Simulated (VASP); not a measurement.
A run of VASP 6.6.1 is set up as follows.

File INCAR:

```
SYSTEM = CdS
PREC = Accurate
ENCUT = 520
EDIFF = 1E-7
ISMEAR = 0
SIGMA = 0.01
LREAL = .FALSE.
LASPH = .TRUE.
NELM = 80
ALGO = Normal
ISIF = 2
LWAVE = .FALSE.
LCHARG = .FALSE.
NBANDS = 16
```

File KPOINTS:

```
regular mesh
0
G
  4 4 4
  0 0 0
```

The input POSCAR:

```
CdS
1.0
    0.0000000000      2.9392138883      2.9392138883
    2.9392138883      0.0000000000      2.9392138883
    2.9392138883      2.9392138883      0.0000000000
Cd S
1 1
Direct
    0.0000000000      0.0000000000      0.0000000000
    0.2500000000      0.2500000000      0.2500000000
```

Potentials or basis: VASP PAW LDA potentials, release 64 (Cd, S).

Launch:

```bash
$ cat potpaw_LDA.64/Cd/POTCAR potpaw_LDA.64/S/POTCAR > POTCAR
$ mpirun -np 1 vasp_std > vasp.out
```

**Question.** Estimate the band gap on the k mesh.

**Answer.** 0.82 eV.

**Question.** What does it give for the pressure?

**Answer.** -3.1 GPa.

Caveat: the k points lie up to 0.46 Å⁻¹ apart. A hybrid or GW would open this gap; LDA tends to underestimate it.
